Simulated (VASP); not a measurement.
Input of a VASP 6.6.1 run:

The input INCAR:

```
SYSTEM = Pd
PREC = Accurate ; ENCUT = 520
EDIFF = 1E-6 ; ISMEAR = -1
SIGMA = 0.05 ; LREAL = .False.
LASPH = .True. ; NELM = 150
ALGO = Normal ; ISIF = 2
LWAVE = .False. ; LCHARG = .False.
ISPIN = 2 ; MAGMOM = 0.5 -0.5
LORBIT = 11 ; LMAXMIX = 4
GGA = B5 ; ALDAX = 1.0
AGGAX = 1.0 ; AGGAC = 1.0
ALDAC = 0.0 ; NBANDS = 21
```

File KPOINTS:

```
regular mesh
0
Gamma
  16 16 16
  0 0 0
```

Contents of POSCAR:

```
Pd
1.0
    3.3275646139      0.0000000000      0.0000000000
    0.0000000000      3.3275646139      0.0000000000
    0.0000000000      0.0000000000      3.3275646139
Pd
2
Direct
    0.0000000000      0.0000000000      0.0000000000
    0.5000000000      0.5000000000      0.5000000000
```

Potentials or basis: VASP PAW PBE potentials, release 64 (Pd).

Run with:

```bash
$ cat potpaw_PBE.64/Pd/POTCAR > POTCAR
$ mpirun -np 1 vasp_std > vasp.out
```

(1) Predict the net moment.

(2) Predict the band gap on the k mesh.

(3) What does it give for the pressure?

Answers

(1) 0.00 μB per cell.

(2) zero (filled and empty bands overlap).

(3) -10.6 GPa.

Caveat: the cell stands under tension; the PAW data sets were made with another functional, which shifts forces and pressure a little.
